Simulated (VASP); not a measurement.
# Mg3Sb2 (P-3m1) in VASP: notebook

The runs below take Mg3Sb2 through single point, relaxation of cell and atoms, with PBE+D3(BJ).

Program: VASP 6.6.1. These are calculated values, not measurements. Logs are shortened: lines on timing, memory, paths and dates and some standing lists are left out, and cuts for length are marked.

## (1) The cell of the first run

It takes space group P-3m1 (No. 164, trigonal). The conventional cell has a = 4.521 Å, b = 4.521 Å, c = 7.145 Å, α = 90.00°, β = 90.00°, γ = 120.00°. Mg (site symmetry 3m) has 4 Sb at 2.81 to 2.92 Å and 6 Mg at 3.22 to 3.71 Å within 3.8 Å. Within 4.0 Å of Mg (site symmetry -3m) lie 6 Sb at 3.06 Å and 6 Mg at 3.71 Å. Sb (site symmetry 3m) has 7 Mg at 2.81 to 3.06 Å within 3.7 Å.

## (2) Single point, PBE+D3(BJ)

INCAR reads:

```
SYSTEM = Mg3Sb2
PREC = Accurate ; ENCUT = 600
EDIFF = 1E-6 ; ISMEAR = 0
SIGMA = 0.01 ; LREAL = .FALSE.
LASPH = .TRUE. ; NELM = 120
ALGO = Normal ; ISIF = 2
LWAVE = .FALSE. ; LCHARG = .TRUE.
GGA = PE ; IVDW = 12
LELF = .TRUE. ; LVHAR = .TRUE.
NBANDS = 16 ; GGA_COMPAT = .FALSE.
```

KPOINTS reads:

```
regular mesh
0
G
  12 12 6
  0 0 0
```

POSCAR reads:

```
Mg3Sb2
1.0
    4.5206576935      0.0000000000      0.0000000000
   -2.2603288467      3.9150044044      0.0000000000
    0.0000000000      0.0000000000      7.1452094507
Mg Sb
3 2
Direct
    0.3333333333      0.6666666667      0.6314514916
    0.6666666667      0.3333333333      0.3685485084
    0.0000000000      0.0000000000      0.0000000000
    0.3333333333      0.6666666667      0.2232588970
    0.6666666667      0.3333333333      0.7767411030
```

Potentials or basis: VASP PAW PBE potentials, release 64 (Mg, Sb).

Run with:

```
$ cat potpaw_PBE.64/Mg/POTCAR potpaw_PBE.64/Sb/POTCAR > POTCAR
$ mpirun -np 1 vasp_std > vasp.out
```

OUTCAR:

```text
SYSTEM = Mg3Sb2
   PREC = Accurate
   ENCUT = 600
   EDIFF = 1E-6
   ISMEAR = 0
   LREAL = .FALSE.
   LASPH = .TRUE.
   NELM = 120
   ISIF = 2
   GGA = PE
   IVDW = 12
 IVDW          = 12

 ion  position               nearest neighbor table
   1  0.333  0.667  0.631-   5 2.81   5 2.81   5 2.81   4 2.92   2 3.22   2 3.22   2 3.22
   2  0.667  0.333  0.369-   4 2.81   4 2.81   4 2.81   5 2.92   1 3.22   1 3.22   1 3.22
   3  0.000  0.000  0.000-   4 3.06   5 3.06   4 3.06   5 3.06   5 3.06   4 3.06
   4  0.333  0.667  0.223-   2 2.81   2 2.81   2 2.81   1 2.92   3 3.06   3 3.06   3 3.06
   5  0.667  0.333  0.777-   1 2.81   1 2.81   1 2.81   2 2.92   3 3.06   3 3.06   3 3.06

  LATTYP: Found a hexagonal cell.
 ALAT       =     4.5206576935
 C/A-ratio  =     1.5805685666

  Lattice vectors:

 A1 = (   4.5206576935,   0.0000000000,   0.0000000000)
 A2 = (  -2.2603288467,   3.9150044044,   0.0000000000)
 A3 = (   0.0000000000,   0.0000000000,   7.1452094507)

Analysis of symmetry for initial positions (statically):
=====================================================================
 Subroutine PRICEL returns:
 Original cell was already a primitive cell.

 Routine SETGRP: Setting up the symmetry group for a
 hexagonal supercell.

 Subroutine GETGRP returns: Found 12 space group operations
 (whereof 12 operations were pure point group operations)
 out of a pool of 24 trial point group operations.

The static configuration has the point symmetry D_3d.

Analysis of symmetry for dynamics (positions and initial velocities):
=====================================================================
 Subroutine PRICEL returns:
 Original cell was already a primitive cell.

 Routine SETGRP: Setting up the symmetry group for a
 hexagonal supercell.

 Subroutine GETGRP returns: Found 12 space group operations
 (whereof 12 operations were pure point group operations)
 out of a pool of 24 trial point group operations.

The dynamic configuration has the point symmetry D_3d.

 Subroutine INISYM returns: Found 12 space group operations
 (whereof 12 operations are pure point group operations),
 and found     1 'primitive' translations

----------------------------------------------------------------------------------------

                                     Primitive cell

  volume of cell :     126.4587

  direct lattice vectors                    reciprocal lattice vectors
     4.520657693  0.000000000  0.000000000     0.221206751  0.127713777  0.000000000
    -2.260328847  3.915004404  0.000000000     0.000000000  0.255427554  0.000000000
     0.000000000  0.000000000  7.145209451     0.000000000  0.000000000  0.139953910

  length of vectors
     4.520657693  4.520657693  7.145209451     0.255427554  0.255427554  0.139953910

  position of ions in fractional coordinates (direct lattice)
     0.333333333  0.666666667  0.631451492
     0.666666667  0.333333333  0.368548508
     0.000000000  0.000000000  0.000000000
     0.333333333  0.666666667  0.223258897
     0.666666667  0.333333333  0.776741103

  ion indices of the primitive-cell ions
   primitive index   ion index
                 1           1
                 2           2
                 3           3
                 4           4
                 5           5

----------------------------------------------------------------------------------------

 KPOINTS: regular mesh

Automatic generation of k-mesh.
 Grid dimensions read from file:
 generate k-points for:   12   12    6

 Generating k-lattice:

  Cartesian coordinates                     Fractional coordinates (reciprocal lattice)
     0.018433896  0.010642815  0.000000000     0.083333333  0.000000000  0.000000000
     0.000000000  0.021285630  0.000000000     0.000000000  0.083333333  0.000000000
     0.000000000  0.000000000  0.023325652     0.000000000  0.000000000  0.166666667

  Length of vectors
     0.021285630  0.021285630  0.023325652

  Shift w.r.t. Gamma in fractional coordinates (k-lattice)
     0.000000000  0.000000000  0.000000000

 Subroutine IBZKPT returns following result:
 ===========================================

 Found    100 irreducible k-points:

 Following reciprocal coordinates:
            Coordinates               Weight
  0.000000  0.000000  0.000000      1.000000
  0.083333  0.000000  0.000000      6.000000
  0.166667  0.000000  0.000000      6.000000
  0.250000  0.000000  0.000000      6.000000
  0.333333  0.000000  0.000000      6.000000
  0.416667  0.000000  0.000000      6.000000
[... 16 lines left out ...]
  0.166667  0.000000  0.166667      6.000000
  0.000000  0.166667  0.166667      6.000000
 [... further k-points ...]
   k-points           NKPTS =    100   k-points in BZ     NKDIM =    100   number of bands    NBANDS=     16
   number of dos      NEDOS =    301   number of ions     NIONS =      5
   total plane-waves  NPLWV =  77760
   dimension x,y,z NGX =    36 NGY =   36 NGZ =   60
   dimension x,y,z NGXF=    72 NGYF=   72 NGZF=  120
   ions per type =               3   2
   NGX,Y,Z   is equivalent  to a cutoff of  13.24, 13.24, 13.96 a.u.
   NGXF,Y,Z  is equivalent  to a cutoff of  26.48, 26.48, 27.92 a.u.
 SYSTEM =  Mg3Sb2
   PREC   = accura    normal or accurate (medium, high low for compatibility)
   ISTART =      0    job   : 0-new  1-cont  2-samecut
   ICHARG =      2    charge: 1-file 2-atom 10-const
   ISPIN  =      1    spin polarized calculation?
   LNONCOLLINEAR =      F non collinear calculations
   LSORBIT =      F    spin-orbit coupling
   LASPH  =      T    aspherical Exc in radial PAW
   ENCUT  =  600.0 eV  44.10 Ry    6.64 a.u.   9.03  9.03 14.27*2*pi/ulx,y,z
   NELM   =    120;   NELMIN=  2; NELMDL= -5     # of ELM steps
   EDIFF  = 0.1E-05   stopping-criterion for ELM
   LREAL  =      F    real-space projection
   EDIFFG = 0.1E-04   stopping-criterion for IOM
   NSW    =      0    number of steps for IOM
   IBRION =     -1    ionic relax: 0-MD 1-quasi-New 2-CG
   NFREE  =      0    steps in history (QN), initial steepest desc. (CG)
   ISIF   =      2    stress and relaxation
   ISYM   =      2    0-nonsym 1-usesym 2-fastsym
   POTIM  = 0.5000    time-step for ionic-motion
   TEBEG  =    0.0;   TEEND  =   0.0 temperature during run
   PSTRESS=    0.0 pullay stress
   NELECT =      16.0000    total number of electrons
   NUPDOWN=      -1.0000    fix difference up-down
   EMIN   =  10.00;   EMAX   =-10.00  energy-range for DOS
   EFERMI =   0.00;   METHOD = LEGACY
   ISMEAR =     0;   SIGMA  =   0.01  broadening in eV -4-tet -1-fermi 0-gaus
   EFERMI_NEDOS =   21; number of points for ismear=-14 and -15
   IALGO  =     38    algorithm
   IMIX   =      4    mixing-type and parameters
     AMIX     =   0.40;   BMIX     =  1.00
     AMIX_MAG =   1.60;   BMIX_MAG =  1.00
  volume/ion in A,a.u.               =      25.29       170.68
  Fermi-wavevector in a.u.,A,eV,Ry     =   0.821861  1.553093  9.190137  0.675456
  Thomas-Fermi vector in A             =   1.933095
   LORBIT       =      0    0 simple, 1 ext, 2 COOP (PROOUT), +10 PAW based schemes
   GGA     = PE    functional components
   LHFCALC =     F    Hartree Fock is set to
   AEXX    =    0.0000 exact exchange contribution
   IVDW    =    12    specifies the selected vdW correction
   LEPSILON=     F    determine dielectric tensor
   LRPA    =     F    only Hartree local field effects (RPA)
 non-spin polarized calculation
 Gauss-broadening in eV      SIGMA  =   0.01
  energy-cutoff  :      600.00
  volume of cell :      126.46
 maximum number of plane-waves:      4269
   NGX = 19   NGY = 19   NGZ = 29

 number of electron      16.0000000 magnetization

 Free energy of the ion-electron system (eV)
  ---------------------------------------------------
  ext. energy  EPLUGINS =         0.00000000
  ---------------------------------------------------
  free energy    TOTEN  =       -14.60065766 eV

  energy without entropy =      -14.60065766  energy(sigma->0) =      -14.60065766

 E-fermi :   4.8571     XC(G=0):  -8.9248

 val. band max:        4.8034833884   @ k =   0.0000   0.0000   0.0000
 cond. band min:       4.9200536177   @ k =   0.0000   0.4167   0.3333
 fundamental gap:      0.1165702294
 Fermi energy:         4.8570610259

 k-point     1 :       0.0000    0.0000    0.0000
  band No.  band energies     occupation
      1      -5.7236      2.00000
      2      -4.3746      2.00000
      3      -0.3233      2.00000
      4       3.6349      2.00000
      5       3.6349      2.00000
      6       4.3734      2.00000
[... 8 lines left out ...]
     15       8.8759      0.00000
     16       9.7831      0.00000

 k-point     2 :       0.0833    0.0000    0.0000
  band No.  band energies     occupation
      1      -5.6730      2.00000
      2      -4.3442      2.00000
      3      -0.2615      2.00000
      4       3.1283      2.00000
      5       3.4794      2.00000
      6       3.8983      2.00000
[... 8 lines left out ...]
     15       8.8745      0.00000
     16       9.2705      0.00000

 k-point     3 :       0.1667    0.0000    0.0000
  band No.  band energies     occupation
      1      -5.5247      2.00000
      2      -4.2612      2.00000
      3      -0.0783      2.00000
      4       2.2007      2.00000
      5       3.0764      2.00000
      6       3.1636      2.00000
[... 8 lines left out ...]
     15       8.8316      0.00000
     16       9.3980      0.00000

 k-point     4 :       0.2500    0.0000    0.0000
  band No.  band energies     occupation
      1      -5.2910      2.00000
      2      -4.1519      2.00000
      3       0.2168      2.00000
      4       1.3070      2.00000
      5       2.2660      2.00000
      6       2.8459      2.00000
[... 8 lines left out ...]
     15       9.4017      0.00000
     16       9.7206      0.00000

 k-point     5 :       0.3333    0.0000    0.0000
  band No.  band energies     occupation
      1      -4.9984      2.00000
      2      -4.0649      2.00000
      3       0.4781      2.00000
      4       0.7284      2.00000
      5       1.5723      2.00000
      6       2.5927      2.00000
[... 8 lines left out ...]
     15      10.3058      0.00000
     16      10.3643      0.00000

 k-point     6 :       0.4167    0.0000    0.0000
  band No.  band energies     occupation
      1      -4.7040      2.00000
      2      -4.0552      2.00000
      3       0.1017      2.00000
      4       1.0708      2.00000
      5       1.1227      2.00000
      6       2.4326      2.00000
[... 8 lines left out ...]
     15      11.0380      0.00000
     16      11.4277      0.00000
[... 267 lines left out ...]
 k-point    21 :       0.0833    0.0000    0.1667
  band No.  band energies     occupation
      1      -5.6131      2.00000
      2      -4.4742      2.00000
      3       0.0016      2.00000
      4       3.1909      2.00000
      5       3.5151      2.00000
      6       3.6008      2.00000
[... 8 lines left out ...]
     15       8.9689      0.00000
     16       9.3678      0.00000

 k-point    22 :       0.0000    0.0833    0.1667
  band No.  band energies     occupation
      1      -5.6132      2.00000
      2      -4.4740      2.00000
      3      -0.0000      2.00000
      4       3.1729      2.00000
      5       3.5456      2.00000
      6       3.6369      2.00000
[... 8 lines left out ...]
     15       8.9814      0.00000
     16       9.4037      0.00000

 k-point    23 :       0.1667    0.0000    0.1667
  band No.  band energies     occupation
      1      -5.4663      2.00000
      2      -4.3819      2.00000
      3       0.1608      2.00000
      4       2.2649      2.00000
      5       2.8383      2.00000
      6       3.2065      2.00000
[... 8 lines left out ...]
     15       9.2348      0.00000
     16       9.3468      0.00000

 k-point    24 :       0.0000    0.1667    0.1667
  band No.  band energies     occupation
      1      -5.4668      2.00000
      2      -4.3805      2.00000
      3       0.1438      2.00000
      4       2.2842      2.00000
      5       2.8978      2.00000
      6       3.2353      2.00000
[... 8 lines left out ...]
     15       8.8281      0.00000
     16       9.6305      0.00000

 [... further k-points ...]

------------------------ aborting loop because EDIFF is reached ----------------------------------------

 Edisp (eV)   -1.80751

 E8    (eV) :    -0.8163

  FORCE on cell =-STRESS in cart. coord.  units (eV):
  Direction    XX          YY          ZZ          XY          YZ          ZX
  --------------------------------------------------------------------------------------
  -------------------------------------------------------------------------------------
  Total       0.01320     0.01320     0.02406     0.00000     0.00000     0.00000
  in kB       0.16724     0.16724     0.30487     0.00000     0.00000     0.00000
  external pressure =        0.21 kB  Pullay stress =        0.00 kB

 VOLUME and BASIS-vectors are now :
 -----------------------------------------------------------------------------
  energy-cutoff  :      600.00
  volume of cell :      126.46
      direct lattice vectors                 reciprocal lattice vectors
     4.520657693  0.000000000  0.000000000     0.221206751  0.127713777  0.000000000
    -2.260328847  3.915004404  0.000000000     0.000000000  0.255427554  0.000000000
     0.000000000  0.000000000  7.145209451     0.000000000  0.000000000  0.139953910

 POSITION                                       TOTAL-FORCE (eV/Angst)
 -----------------------------------------------------------------------------------
     -0.00000      2.61000      4.51185         0.000000      0.000000     -0.005299
      2.26033      1.30500      2.63336         0.000000     -0.000000      0.005299
      0.00000      0.00000      0.00000         0.000000      0.000000      0.000000
     -0.00000      2.61000      1.59523        -0.000000      0.000000     -0.018250
      2.26033      1.30500      5.54998        -0.000000      0.000000      0.018250
 -----------------------------------------------------------------------------------
    total drift:                                0.000000     -0.000000     -0.000000

  FREE ENERGIE OF THE ION-ELECTRON SYSTEM (eV)
  ---------------------------------------------------
  free  energy   TOTEN  =       -16.4081666937 eV

  energy  without entropy=      -16.4081666937  energy(sigma->0) =      -16.40816669
```

Wall time 6 min (1 thread of Oxide Virtual Turin-like, shared host); peak memory 0.41 GiB.

What came out:

* Free energy: -16.4082 eV
* Pressure: 0.0 GPa
* Largest force: 0.018 eV/Å
* Band gap on the k mesh: 0.12 eV (least direct gap 1.25 eV)
* Dispersion energy per atom: -0.362 eV

Forces on the atoms (eV/Å):
```
Mg   0.000  0.000 -0.005
Mg   0.000  0.000  0.005
Mg   0.000  0.000  0.000
Sb   0.000  0.000 -0.018
Sb   0.000  0.000  0.018
```

Levels at points of the mesh, in eV from the valence-band top:
```
           k point  band 6  band 7  band 8  band 9  band 10  band 11
(0.00, 0.00, 0.00)   -0.43   -0.43    0.00    1.25     1.26     3.04
(0.50, 0.00, 0.00)   -2.43   -2.32   -0.94    0.32     1.99     2.13
(0.00, 0.00, 0.50)   -0.82   -0.81   -0.81    1.78     1.95     2.67
(0.50, 0.00, 0.50)   -1.75   -1.70   -1.62    0.49     1.25     1.72
```

Caveat: semilocal functionals underestimate gaps, and a narrow one can read as zero; spin-orbit coupling is left out, which moves the levels of the heavy elements. A k mesh can miss the band edges.

## (3) Relaxation of cell and atoms, PBE+D3(BJ)

This run uses another cell than the first one, of 26.59 Å³/atom.

INCAR reads:

```
SYSTEM = Mg3Sb2
PREC = Accurate
ENCUT = 600
EDIFF = 1E-7
ISMEAR = 0
SIGMA = 0.01
LREAL = .FALSE.
LASPH = .TRUE.
NELM = 120
ALGO = Normal
ISIF = 3
LWAVE = .FALSE.
LCHARG = .FALSE.
GGA = PE
IVDW = 12
IBRION = 2
NSW = 70
EDIFFG = -0.005
GGA_COMPAT = .FALSE.
NELMIN = 4
```

KPOINTS reads:

```
Automatic mesh
0
G
  12 12 6
  0 0 0
```

POSCAR reads:

```
Mg3Sb2
1.0
    4.5938676660      0.0000000000      0.0000000000
   -2.2969338330      3.9784061003      0.0000000000
    0.0000000000      0.0000000000      7.2742753392
Mg Sb
3 2
Direct
    0.3333333333      0.6666666667      0.6319626151
    0.6666666667      0.3333333333      0.3680373849
    0.0000000000      0.0000000000      0.0000000000
    0.3333333333      0.6666666667      0.2256274637
    0.6666666667      0.3333333333      0.7743725363
```

Potentials or basis: VASP PAW PBE potentials, release 64 (Mg, Sb).

Run with:

```
$ cat potpaw_PBE.64/Mg/POTCAR potpaw_PBE.64/Sb/POTCAR > POTCAR
$ mpirun -np 1 vasp_std > vasp.out
```

Wall time 23 min (1 thread of Oxide Virtual Turin-like, shared host); peak memory 0.45 GiB.

It converged, with:

* Free energy: -16.4083 eV
* Relaxed volume: 25.29 Å³/atom
* Relaxed cell: a = 4.521 Å, b = 4.521 Å, c = 7.144 Å, α = 90.00°, β = 90.00°, γ = 120.00°
* Space group after relaxing (to 0.1 Å): P-3m1 (No. 164)
* Energy gained by relaxing: 9.0 meV/atom
* Ionic steps: 9
* Pressure after relaxing: 0.0 GPa
* Band gap on the k mesh: 0.11 eV (least direct gap 1.25 eV)
* Dispersion energy per atom: -0.362 eV

Step by step:
```tsv
step	energy change (eV)	largest force (eV/Å)	pressure (GPa)	volume (Å³)
1	0.0000	0.0091	-2.12	132.95
2	-0.0424	0.1274	0.20	126.29
3	-0.0427	0.1179	0.01	126.77
4	-0.0439	0.0829	0.00	126.68
5	-0.0450	0.0148	0.01	126.48
6	-0.0451	0.0150	0.01	126.45
7	-0.0451	0.0094	-0.01	126.49
8	-0.0451	0.0040	-0.02	126.52
9	-0.0451	0.0017	0.00	126.46
```

Final structure:
```
Mg Sb
1.0
     4.52084    0.00000    0.00000
    -2.26042    3.91516    0.00000
     0.00000    0.00000    7.14447
Mg Sb
3 2
Direct
  0.33333 0.66667 0.63124
  0.66667 0.33333 0.36876
  0.00000 0.00000 0.00000
  0.33333 0.66667 0.22289
  0.66667 0.33333 0.77711
```

Levels at points of the mesh, in eV from the valence-band top:
```tsv
k point	band 5	band 6	band 7	band 8	band 9	band 10	band 11	band 12
(0.00, 0.00, 0.00)	-1.17	-0.43	-0.43	0.00	1.25	1.26	3.04	3.04
(0.50, 0.00, 0.00)	-3.41	-2.43	-2.32	-0.94	0.32	1.99	2.13	2.74
(0.00, 0.00, 0.50)	-0.82	-0.82	-0.81	-0.81	1.78	1.95	2.67	2.67
(0.50, 0.00, 0.50)	-1.99	-1.75	-1.70	-1.62	0.49	1.25	1.72	2.09
```

Caveat: semilocal functionals underestimate gaps, and a narrow one can read as zero; spin-orbit coupling is left out, which moves the levels of the heavy elements. A k mesh can miss the band edges.
